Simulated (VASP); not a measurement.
Set up this calculation in VASP 6.6.1, as the native input.

```
Task                   : single point
Functional             : PBEsol
Potentials or basis    : VASP PAW PBE potentials, release 64 (Na_pv, Cl)
Cutoff                 : 520 eV
k mesh                 : 8 × 8 × 8
Occupations            : gaussian, width 0.05 eV
Spin                   : no spin polarisation
Dipole correction      : no
Further INCAR settings : ALGO = Normal; EDIFF = 1e-06; NBANDS = 14
```

The structure of NaCl lies in POSCAR:

```
NaCl
1.0
    3.3027196708      0.0000000000      0.0000000000
    0.0000000000      3.3027196708      0.0000000000
    0.0000000000      0.0000000000      3.3027196708
Na Cl
1 1
Direct
    0.0000000000      0.0000000000      0.0000000000
    0.5000000000      0.5000000000      0.5000000000
```

This cell differs from its parent crystal: volume scaled by 0.880.

One way to write it, as run:

INCAR

```
SYSTEM = NaCl
  PREC = Accurate
  ENCUT = 520
  EDIFF = 1E-6
  ISMEAR = 0
  SIGMA = 0.05
  LREAL = .FALSE.
  LASPH = .TRUE.
  NELM = 60
  ALGO = Normal
  ISIF = 2
  LWAVE = .FALSE.
  LCHARG = .FALSE.
  GGA = PS
  NBANDS = 14
```

KPOINTS

```
regular mesh
0
G
  8 8 8
  0 0 0
```

Potentials or basis: VASP PAW PBE potentials, release 64 (Na_pv, Cl).

Command:

```console
$ cat potpaw_PBE.64/Na_pv/POTCAR potpaw_PBE.64/Cl/POTCAR > POTCAR
$ mpirun -np 1 vasp_std > vasp.out
```

Results of the run:

```yaml
Pressure: 5.0 GPa
Band_gap_on_the_k_mesh: 4.48 eV, indirect (least direct gap 5.15 eV)
```

Caveat: the PAW data sets were made with another functional, which shifts forces and pressure a little.

Run time: 9.2 s on 1 thread of Intel(R) Xeon(R) 6975P-C (Granite Rapids), with other jobs on the host, peak memory 0.15 GiB.
